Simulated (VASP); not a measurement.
NaBe4, 5 atoms in the cell. The structure is tetragonal, space group P4/mmm (No. 123). The conventional cell has a = 3.850 Å, b = 3.850 Å, c = 4.272 Å, α = 90.00°, β = 90.00°, γ = 90.00°. Na (site symmetry 4/mmm) has 16 Be at 2.88 to 2.95 Å within 3.8 Å. Within 2.9 Å of Be (site symmetry mmm) lie 8 Be at 2.17 to 2.72 Å and 4 Na at 2.88 Å. Be (site symmetry 4mm) has 6 Be at 1.99 to 2.28 Å within 2.6 Å. 

- Program: VASP 6.6.1
- Task: relaxation of cell and atoms
- Functional: PBE
- Potentials or basis: VASP PAW PBE potentials, release 64 (Na_pv, Be)
- Cutoff: 600 eV
- k mesh: 10 × 10 × 10
- Occupations: gaussian, width 0.1 eV
- Spin: no spin polarisation
- Dipole correction: no
- Further INCAR settings: ALGO = Fast; EDIFF = 1e-06; IBRION = 2; EDIFFG = -0.01; NSW = 100; ISIF = 3

Potentials or basis: VASP PAW PBE potentials, release 64 (Na_pv, Be).

Run with:

```console
$ cat potpaw_PBE.64/Na_pv/POTCAR potpaw_PBE.64/Be/POTCAR > POTCAR
$ mpirun -np 1 vasp_std > vasp.out
```

Hardware: 1 thread of Intel(R) Xeon(R) Platinum 8259CL CPU @ 2.50GHz (Skylake/Cascade Lake), on a shared host.

Question: Estimate the wall time of this run.

Answer: Wall time 3.1 min on 1 thread of Intel(R) Xeon(R) Platinum 8259CL CPU @ 2.50GHz (Skylake/Cascade Lake), on a shared host, peak memory 0.26 GiB. Counts: scf iterations 29, k points 126, ion steps 4.
